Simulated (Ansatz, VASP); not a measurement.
**Two plane-wave programs on Li2Cl3**

The input INCAR:

```
SYSTEM = Li2Cl3
PREC = Accurate
ENCUT = 750
EDIFF = 1E-7
ISMEAR = 0
SIGMA = 0.1
LREAL = .False.
LASPH = .True.
NELM = 120
ALGO = Normal
ISIF = 3
LWAVE = .False.
LCHARG = .False.
GGA = PE
IBRION = 2
NSW = 90
EDIFFG = -0.04
GGA_COMPAT = .False.
NELMIN = 4
```

The input KPOINTS:

```
Automatic mesh
0
Gamma
  6 6 4
  0 0 0
```

POSCAR

```
Li2Cl3
1.0
    4.1977754861      0.0000000000      0.0000000000
   -2.0988877430      3.6353802103      0.0000000000
    0.0000000000      0.0000000000      6.5310567842
Li Cl
2 3
Direct
    0.3333333333      0.6666666667      0.2450000000
    0.6666666667      0.3333333333      0.7550000000
    0.0000000000      0.0000000000      0.0000000000
    0.3333333333      0.6666666667      0.6450000000
    0.6666666667      0.3333333333      0.3550000000
```

Input for Ansatz:

```yaml
crystal:
  lattice:
    - [4.1977754861, 0.0, 0.0]
    - [-2.098887743, 3.6353802103, 0.0]
    - [0.0, 0.0, 6.5310567842]
  atoms:
    - { symbol: Li, position: [0.3333333333, 0.6666666667, 0.245] }
    - { symbol: Li, position: [0.6666666667, 0.3333333333, 0.755] }
    - { symbol: Cl, position: [0.0, 0.0, 0.0] }
    - { symbol: Cl, position: [0.3333333333, 0.6666666667, 0.645] }
    - { symbol: Cl, position: [0.6666666667, 0.3333333333, 0.355] }
basis:
  ecutwfc: 420
kpoints:
  mp_grid: { grid: [6, 6, 4] }
hamiltonian:
  xc: pbe
scf:
  occupations: { method: gaussian, width: 0.1 }
  lower_state_search: "off"
output:
  forces: true
  stress: true
  eigenvalues: true
relax:
  adjacent_minimum: "off"
  f_tol: 0.04
  max_steps: 70
  cell: { stress_tol: 0.4 }
```

Alike in both runs: task relaxation of cell and atoms; functional PBE; k mesh 6 × 6 × 4; occupations gaussian, width 0.1 eV; no spin polarisation.

```csv
,VASP,Ansatz
version,VASP 6.6.1,Ansatz 0.2.0
potentials or method,"VASP PAW PBE potentials, release 64 (Li_sv, Cl), cutoff 750 eV","scalar-relativistic, plane waves, PAW"
valence electrons in the cell,27,27
```

|  | VASP | Ansatz | Ansatz less VASP |
| --- | --- | --- | --- |
| gap on the k mesh at the Fermi level, each at its own relaxed structure (eV) | none | none | - |
| relaxed volume (Å³/atom) | 19.80 | 19.66 | -0.135 |
| relaxed cell length with the largest relative difference (Å) | 3.803 | 3.793 | -0.0099 |

A gap of «none» marks a metal or a gap that the smearing closes.
